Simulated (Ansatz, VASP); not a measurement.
## Co: VASP beside Ansatz

The input INCAR:

```
SYSTEM = Co
PREC = Accurate
ENCUT = 600
EDIFF = 1E-7
ISMEAR = -1
SIGMA = 0.1
LREAL = .FALSE.
LASPH = .TRUE.
NELM = 120
ALGO = Normal
ISIF = 3
LWAVE = .FALSE.
LCHARG = .FALSE.
GGA = PS
IBRION = 2
NSW = 80
EDIFFG = -0.01
GGA_COMPAT = .FALSE.
NELMIN = 4
```

Contents of KPOINTS:

```
Automatic mesh
0
G
  11 11 11
  0 0 0
```

File POSCAR:

```
Co
1.0
    0.0000000000      2.4634331982      2.4634331982
    2.4634331982      0.0000000000      2.4634331982
    2.4634331982      2.4634331982      0.0000000000
Co
2
Direct
    0.1250000000      0.1250000000      0.1250000000
    0.8750000000      0.8750000000      0.8750000000
```

Input for Ansatz:

```yaml
crystal:
  lattice:
    - [0.0, 2.4634331982, 2.4634331982]
    - [2.4634331982, 0.0, 2.4634331982]
    - [2.4634331982, 2.4634331982, 0.0]
  atoms:
    - { symbol: Co, position: [0.125, 0.125, 0.125] }
    - { symbol: Co, position: [0.875, 0.875, 0.875] }
hamiltonian:
  xc: pbesol
  pseudopotentials:
    kind: paw
    azcp:
      Co: "pseudopotentials/Co.paw.azcp"
basis:
  ecutwfc: 420
  fft_grid_basis: typed
kpoints:
  mp_grid: { grid: [11, 11, 11], shift: [0, 0, 0] }
magnetization:
  spin_polarized: false
scf:
  occupations: { method: fermi_dirac, width: 0.1 }
relax:
  max_steps: 60
  f_tol: 0.01
  cell: {}
```

Alike in both runs: task relaxation of cell and atoms; functional PBEsol; k mesh 11 × 11 × 11; occupations fermi-dirac, width 0.1 eV; no spin polarisation.

|  | VASP | Ansatz |
| --- | --- | --- |
| version | VASP 6.6.1 | Ansatz 0.2.0 |
| potentials or method | VASP PAW PBE potentials, release 64 (Co), cutoff 600 eV | plane waves (420 eV) with PAW, scalar-relativistic |
| valence electrons in the cell | 18 | 34 |

VASP gave:

```
relaxed volume (Å³/atom)                                                      : 14.10
relaxed length of the cell vector where the two differ most in proportion (Å) : 3.416
```

What did Ansatz give for the same quantities?

Relaxed volume (Å³/atom): 14.25; relaxed length of the cell vector where the two differ most in proportion (Å): 3.429.

VASP's potentials were made for PBE, not for PBEsol, and Ansatz warns of the same on its side. VASP's potentials hold 18 valence electrons a cell and Ansatz's 34, so a difference there can come from the potentials and not from the codes.
